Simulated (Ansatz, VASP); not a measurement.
# Ba3HfO: VASP beside Ansatz

```
CELL_PARAMETERS angstrom
6.14754 0.00000 0.00000
0.00000 6.14754 0.00000
0.00000 0.00000 4.07627
ATOMIC_POSITIONS crystal
Ba 0.00000 0.50000 0.00000
Ba 0.50000 0.00000 0.00000
Ba 0.50000 0.50000 0.00000
Hf 0.00000 0.00000 0.00000
O 0.00000 0.00000 0.50000
```

Alike in both runs: task relaxation of cell and atoms; functional PBE; k mesh 4 × 4 × 4; occupations gaussian, width 0.1 eV; no spin polarisation.

|  | VASP | Ansatz |
| --- | --- | --- |
| version | VASP 6.6.1 | Ansatz 0.2.0 |
| potentials or method | VASP PAW PBE potentials, release 64 (Ba_sv, Hf_pv, O), cutoff 600 eV | scalar-relativistic, plane waves, PAW |
| valence electrons in the cell | 46 | 62 |

VASP gave:

| Item | Value |
| --- | --- |
| gap on the k mesh at the Fermi level, each at its own relaxed structure (eV) | none |
| relaxed volume (Å³/atom) | 45.05 |
| relaxed cell length with the largest relative difference (Å) | 3.967 |

Q: Estimate Ansatz's values.

A: gap on the k mesh at the Fermi level, each at its own relaxed structure (eV): none; relaxed volume (Å³/atom): 45.30; relaxed cell length with the largest relative difference (Å): 3.976.

A gap of «none» marks a metal or a gap that the smearing closes. VASP's potentials hold 46 valence electrons a cell and Ansatz's 62, so a difference there can come from the potentials and not from the codes.

The k mesh is coarse, so the values compare programs but aren't converged. Spin-orbit coupling is off throughout. Noted on VASP's run: the volume moved by over 15 % at a fixed basis, so the end points are rough.
